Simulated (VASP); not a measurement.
# Mg4TiN (P6/mmm) in VASP: relaxation of cell and atoms with PBE

Aim: the relaxation of cell and atoms of Mg4TiN with PBE.

Everything below comes from runs of VASP 6.6.1. Logs are shortened: lines on timing, memory, paths and dates and some standing lists are left out, and cuts for length are marked.

## 1. The cell of the first run

The structure is hexagonal, space group P6/mmm (No. 191). Conventional cell: a = 4.849 Å, b = 4.849 Å, c = 5.304 Å, α = 90.00°, β = 90.00°, γ = 120.00°. Within 3.5 Å of Mg (site symmetry 3m) lie 5 Mg at 2.64 to 2.80 Å and 3 Ti at 3.09 Å and 3 N at 3.10 Å. Ti (site symmetry 6/mmm) has 2 N at 2.65 Å and 12 Mg at 3.09 Å within 3.5 Å. N (site symmetry 6/mmm) has 2 Ti at 2.65 Å and 12 Mg at 3.10 Å within 3.5 Å.

The cell was generated, and may not be a known phase.

## 2. Relaxation of cell and atoms, PBE

The input, INCAR:

```
PREC = Accurate ; ENCUT = 600
EDIFF = 1E-6 ; ISMEAR = 0
SIGMA = 0.1 ; LREAL = False
LASPH = True ; NELM = 80
ALGO = Normal ; ISIF = 3
LWAVE = False ; LCHARG = False
GGA = PE ; IBRION = 2
NSW = 100 ; EDIFFG = -0.01
```

The input, KPOINTS:

```
regular mesh
0
Gamma
  12 12 8
```

The input, POSCAR:

```
Mg4TiN
1.0
    4.8492253293      0.0000000000      0.0000000000
   -2.4246126647      4.1995523239      0.0000000000
    0.0000000000      0.0000000000      5.3043077491
Mg Ti N
4 1 1
Direct
    0.3333333333      0.6666666667      0.7516033853
    0.3333333333      0.6666666667      0.2483966147
    0.6666666667      0.3333333333      0.7516033853
    0.6666666667      0.3333333333      0.2483966147
    0.0000000000      0.0000000000      0.0000000000
    0.0000000000      0.0000000000      0.5000000000
```

Potentials or basis: VASP PAW PBE potentials, release 64 (Mg, Ti_sv, N).

Command:

```console
$ cat potpaw_PBE.64/Mg/POTCAR potpaw_PBE.64/Ti_sv/POTCAR potpaw_PBE.64/N/POTCAR > POTCAR
$ mpirun -np 1 vasp_std > vasp.out
```

OUTCAR:

```text
PREC = Accurate
   ENCUT = 600
   EDIFF = 1E-6
   ISMEAR = 0
   LREAL = False
   LASPH = True
   NELM = 80
   ISIF = 3
   GGA = PE
   IBRION = 2
   NSW = 100
   EDIFFG = -0.01

 ion  position               nearest neighbor table
   1  0.333  0.667  0.752-   2 2.64   2 2.67   3 2.80   3 2.80   3 2.80   5 3.09   5 3.09   5 3.09

   2  0.333  0.667  0.248-   1 2.64   1 2.67   4 2.80   4 2.80   4 2.80   5 3.09   5 3.09   5 3.09

   3  0.667  0.333  0.752-   4 2.64   4 2.67   1 2.80   1 2.80   1 2.80   5 3.09   5 3.09   5 3.09

   4  0.667  0.333  0.248-   3 2.64   3 2.67   2 2.80   2 2.80   2 2.80   5 3.09   5 3.09   5 3.09

   5  0.000  0.000  0.000-   1 3.09   2 3.09   3 3.09   4 3.09   3 3.09   4 3.09   1 3.09   2 3.09
                             3 3.09   4 3.09   1 3.09   2 3.09
   6  0.000  0.000  0.500-

  LATTYP: Found a hexagonal cell.
 ALAT       =     4.8492253293
 C/A-ratio  =     1.0938464165

  Lattice vectors:

 A1 = (   4.8492253293,   0.0000000000,   0.0000000000)
 A2 = (  -2.4246126647,   4.1995523239,   0.0000000000)
 A3 = (   0.0000000000,   0.0000000000,   5.3043077491)

Analysis of symmetry for initial positions (statically):
=====================================================================
 Subroutine PRICEL returns:
 Original cell was already a primitive cell.

 Routine SETGRP: Setting up the symmetry group for a
 hexagonal supercell.

 Subroutine GETGRP returns: Found 24 space group operations
 (whereof 24 operations were pure point group operations)
 out of a pool of 24 trial point group operations.

The static configuration has the point symmetry D_6h.

Analysis of symmetry for dynamics (positions and initial velocities):
=====================================================================
 Subroutine PRICEL returns:
 Original cell was already a primitive cell.

 Routine SETGRP: Setting up the symmetry group for a
 hexagonal supercell.

 Subroutine GETGRP returns: Found 24 space group operations
 (whereof 24 operations were pure point group operations)
 out of a pool of 24 trial point group operations.

The dynamic configuration has the point symmetry D_6h.

 Subroutine INISYM returns: Found 24 space group operations
 (whereof 24 operations are pure point group operations),
 and found     1 'primitive' translations

----------------------------------------------------------------------------------------

                                     Primitive cell

  volume of cell :     108.0200
[... 109 lines left out ...]
   NUPDOWN=      -1.0000    fix difference up-down
   EMIN   =  10.00;   EMAX   =-10.00  energy-range for DOS
   EFERMI =   0.00;   METHOD = LEGACY
   ISMEAR =     0;   SIGMA  =   0.10  broadening in eV -4-tet -1-fermi 0-gaus
   EFERMI_NEDOS =   21; number of points for ismear=-14 and -15
   IALGO  =     38    algorithm
   IMIX   =      4    mixing-type and parameters
     AMIX     =   0.40;   BMIX     =  1.00
     AMIX_MAG =   1.60;   BMIX_MAG =  1.00
  volume/ion in A,a.u.               =      18.00       121.49
  Fermi-wavevector in a.u.,A,eV,Ry     =   1.005125  1.899411 13.745647  1.010277
  Thomas-Fermi vector in A             =   2.137785
   LORBIT       =      0    0 simple, 1 ext, 2 COOP (PROOUT), +10 PAW based schemes
   GGA     = PE    functional components
   LHFCALC =     F    Hartree Fock is set to
   AEXX    =    0.0000 exact exchange contribution
   IVDW    =     0    specifies the selected vdW correction
   LEPSILON=     F    determine dielectric tensor
   LRPA    =     F    only Hartree local field effects (RPA)
 conjugate gradient relaxation of ions
 non-spin polarized calculation
 Gauss-broadening in eV      SIGMA  =   0.10
  energy-cutoff  :      600.00
  volume of cell :      108.02
 maximum number of plane-waves:      3633
 NGX is ok and might be reduce to    40
   NGX = 19   NGY = 19   NGZ = 21

--------------------------------------- Ionic step        1  -------------------------------------------

 number of electron      24.9999997 magnetization

 Free energy of the ion-electron system (eV)
  ---------------------------------------------------
  ext. energy  EPLUGINS =         0.00000000
  ---------------------------------------------------
  free energy    TOTEN  =       -17.91602133 eV

  energy without entropy =      -17.89084542  energy(sigma->0) =      -17.90343337

------------------------ aborting loop because EDIFF is reached ----------------------------------------

  FORCE on cell =-STRESS in cart. coord.  units (eV):
  Direction    XX          YY          ZZ          XY          YZ          ZX
  --------------------------------------------------------------------------------------
  -------------------------------------------------------------------------------------
  Total       -0.4147871     -0.4147871      0.2267448      0.0000000      0.0000000      0.0000000
  in kB       -6.1522187     -6.1522187      3.3631316      0.0000000      0.0000000      0.0000000
  external PRESSURE =      -2.9804353 kB  Pullay stress =       0.0000000 kB
[... 147 lines left out ...]
--------------------------------------- Ionic step        5  -------------------------------------------

 number of electron      24.9999999 magnetization

 Free energy of the ion-electron system (eV)
  ---------------------------------------------------
  ext. energy  EPLUGINS =         0.00000000
  ---------------------------------------------------
  free energy    TOTEN  =       -17.91891509 eV

  energy without entropy =      -17.89412824  energy(sigma->0) =      -17.90652167

 E-fermi :   4.1644     XC(G=0):  -9.5139

 val. band max:        4.1602188128   @ k =   0.2500   0.0000   0.2500
 cond. band min:       4.1877433836   @ k =   0.1667   0.1667   0.1250
 fundamental gap:      0.0275245708
 Fermi energy:         4.1644134087

 k-point     1 :       0.0000    0.0000    0.0000
  band No.  band energies     occupation
      1     -53.2554      2.00000
      2     -29.5090      2.00000
      3     -29.5044      2.00000
      4     -29.5044      2.00000
      5      -8.8670      2.00000
      6      -2.1659      2.00000
[... 433 lines left out ...]
      3     -29.5057      2.00000
      4     -29.5047      2.00000
      5      -8.7711      2.00000
      6      -1.6963      2.00000
[... 8 lines left out ...]
     15       4.6172      0.00000
     16       5.3443      0.00000

 [... further k-points ...]

------------------------ aborting loop because EDIFF is reached ----------------------------------------

  FORCE on cell =-STRESS in cart. coord.  units (eV):
  Direction    XX          YY          ZZ          XY          YZ          ZX
  --------------------------------------------------------------------------------------
  -------------------------------------------------------------------------------------
  Total        0.0033442      0.0033442      0.0348773     -0.0000000      0.0000000      0.0000000
  in kB        0.0498981      0.0498981      0.5204033     -0.0000000      0.0000000      0.0000000
  external PRESSURE =       0.2067332 kB  Pullay stress =       0.0000000 kB
[... 21 lines left out ...]
  FREE ENERGIE OF THE ION-ELECTRON SYSTEM (eV)
  ---------------------------------------------------
  free  energy   TOTEN  =       -17.9189150909 eV

  energy  without entropy=      -17.8941282435  energy(sigma->0) =      -17.90652167

 reached required accuracy - stopping structural energy minimisation
```

OSZICAR:

```text
N       E                     dE             d eps       ncg     rms          rms(c)
DAV:   1     0.164547616514E+03    0.16455E+03   -0.11550E+04  3040   0.151E+03
[... 49 lines left out ...]
DAV:   2    -0.179246570572E+02   -0.42596E-02   -0.84665E-02  4768   0.163E+00    0.627E-01
DAV:   3    -0.179190697159E+02    0.55873E-02   -0.51122E-02  4856   0.108E+00    0.106E-01
DAV:   4    -0.179189253890E+02    0.14433E-03   -0.17185E-03  4264   0.209E-01    0.426E-02
DAV:   5    -0.179189137106E+02    0.11678E-04   -0.29858E-04  4904   0.124E-01    0.245E-02
DAV:   6    -0.179189132979E+02    0.41267E-06   -0.22162E-05  4008   0.295E-02    0.167E-02
DAV:   7    -0.179189156009E+02   -0.23030E-05   -0.95012E-06  4416   0.195E-02    0.759E-03
DAV:   8    -0.179189150909E+02    0.51006E-06   -0.58164E-06  4248   0.118E-02
   5 F= -.17918915E+02 E0= -.17906522E+02  d E =-.230267E-03
```

CONTCAR:

```text
Mg4TiN
   1.00000000000000
     4.8234790266337031    0.0000000000003067   -0.0000000000000000
    -2.4117395133663204    4.1772553717364937   -0.0000000000000000
     0.0000000000000000    0.0000000000000000    5.3292011953917005
  Mg              Ti              N
     4     1     1
Direct
     0.3333333332999970    0.6666666667000030    0.7518879346466423
     0.3333333332999970    0.6666666667000030    0.2481120653533578
     0.6666666667000030    0.3333333332999970    0.7518879346466423
     0.6666666667000030    0.3333333332999970    0.2481120653533578
     0.0000000000000000    0.0000000000000000    0.0000000000000000
     0.0000000000000000    0.0000000000000000    0.5000000000000000

  0.00000000E+00  0.00000000E+00  0.00000000E+00
  0.00000000E+00  0.00000000E+00  0.00000000E+00
  0.00000000E+00  0.00000000E+00  0.00000000E+00
  0.00000000E+00  0.00000000E+00  0.00000000E+00
  0.00000000E+00  0.00000000E+00  0.00000000E+00
  0.00000000E+00  0.00000000E+00  0.00000000E+00
```

Wall time 11 min (1 thread of Intel Xeon Platinum 8259CL at 2.50GHz (Skylake/Cascade Lake), shared host); peak memory 0.43 GiB.

What came out:

```
Free energy                           : -17.9189 eV
Relaxed volume                        : 17.90 Å³/atom
Relaxed cell                          : a = 4.823 Å, b = 4.823 Å, c = 5.329 Å, α = 90.00°, β = 90.00°, γ = 120.00°
Space group after relaxing (to 0.1 Å) : P6/mmm (No. 191)
Energy gained by relaxing             : 0.5 meV/atom
Ionic steps                           : 5
Pressure after relaxing               : 0.0 GPa
Largest force after relaxing          : 0.005 eV/Å
Band gap on the k mesh                : zero (an odd number of electrons rules out a gap without spin polarisation)
```

Forces on the atoms (eV/Å):
```
Mg   0.000  0.000 -0.005
Mg   0.000  0.000  0.005
Mg   0.000  0.000 -0.005
Mg   0.000  0.000  0.005
Ti   0.000  0.000  0.000
N    0.000  0.000  0.000
```

Step by step:
| step | energy change (eV) | largest force (eV/Å) | pressure (GPa) | volume (Å³) |
| --- | --- | --- | --- | --- |
| 1 | 0.0000 | 0.0310 | -0.30 | 108.02 |
| 2 | -0.0023 | 0.0008 | -0.03 | 107.50 |
| 3 | -0.0027 | 0.0162 | 0.10 | 107.24 |
| 4 | -0.0027 | 0.0185 | 0.12 | 107.20 |
| 5 | -0.0029 | 0.0054 | 0.02 | 107.38 |

Final structure:
```
Mg Ti N
1.0
     4.82348    0.00000    0.00000
    -2.41174    4.17726    0.00000
     0.00000    0.00000    5.32920
Mg Ti N
4 1 1
Direct
  0.33333 0.66667 0.75189
  0.33333 0.66667 0.24811
  0.66667 0.33333 0.75189
  0.66667 0.33333 0.24811
  0.00000 0.00000 0.00000
  0.00000 0.00000 0.50000
```

The gap in the log of VASP goes by the Fermi energy; the results here count the filled bands.